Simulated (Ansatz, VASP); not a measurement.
# TiO2 in VASP and in Ansatz

Contents of INCAR:

```
PREC = Accurate ; ENCUT = 520
EDIFF = 1E-7 ; ISMEAR = 0
SIGMA = 0.05 ; LREAL = F
LASPH = T ; NELM = 100
ALGO = Normal ; ISIF = 2
LWAVE = F ; LCHARG = F
GGA = PE ; NBANDS = 33
```

File KPOINTS:

```
regular mesh
0
Gamma
  6 6 10
```

The input POSCAR:

```
TiO2
1.0
    4.6430645122      0.0406268145      0.0000000000
    0.0406268145      4.6430645122      0.0000000000
    0.0000000000      0.0000000000      2.9640243990
Ti O
2 4
Direct
    0.0000000000      0.0000000000      0.0000000000
    0.5000000000      0.5000000000      0.5000000000
    0.3051105247      0.3051105247      0.0000000000
    0.1948894753      0.8051105247      0.5000000000
    0.6948894753      0.6948894753      0.0000000000
    0.8051105247      0.1948894753      0.5000000000
```

Input for Ansatz:

```yaml
crystal:
  lattice:
    - [4.6430645122, 0.0406268145, 0.0]
    - [0.0406268145, 4.6430645122, 0.0]
    - [0.0, 0.0, 2.964024399]
  atoms:
    - { symbol: Ti, position: [0.0, 0.0, 0.0] }
    - { symbol: Ti, position: [0.5, 0.5, 0.5] }
    - { symbol: O, position: [0.3051105247, 0.3051105247, 0.0] }
    - { symbol: O, position: [0.1948894753, 0.8051105247, 0.5] }
    - { symbol: O, position: [0.6948894753, 0.6948894753, 0.0] }
    - { symbol: O, position: [0.8051105247, 0.1948894753, 0.5] }
basis:
  ecutwfc: 420
kpoints:
  mp_grid: { grid: [6, 6, 10] }
hamiltonian:
  xc: pbe
scf:
  occupations: { method: gaussian, width: 0.05 }
output:
  forces: true
  stress: true
  eigenvalues: true
```

Change from the starting cell: strain +0.0175 x Voigt [0, 0, 0, 0, 0, 1], atoms carried along.

Alike in both runs: task single point; functional PBE; k mesh 6 × 6 × 10; occupations gaussian, width 0.05 eV; no spin polarisation.

|  | VASP | Ansatz |
| --- | --- | --- |
| version | VASP 6.6.1 | Ansatz 0.2.0 |
| potentials or method | VASP PAW PBE potentials, release 64 (Ti_sv, O), cutoff 520 eV | scalar-relativistic, plane waves, PAW |
| valence electrons in the cell | 48 | 48 |

|  | VASP | Ansatz | Ansatz less VASP |
| --- | --- | --- | --- |
| gap on the k mesh at the Fermi level (eV) | 1.83 | 1.86 | +0.025 |
| least direct gap on the mesh (eV) | 1.83 | 1.86 | +0.025 |
| pressure (GPa) | 0.8 | 0.1 | -0.66 |
| traceless stress, the component that is largest in VASP (GPa) | -3.74 | -3.71 | +0.030 |
| rms of the force components (eV/Å) | 0.013 | 0.008 | -0.0050 |

Atom by atom the forces differ by 0.013 eV/Å (rms over components). With one functional, cell and mesh, what is left measures potentials, basis and numerics.
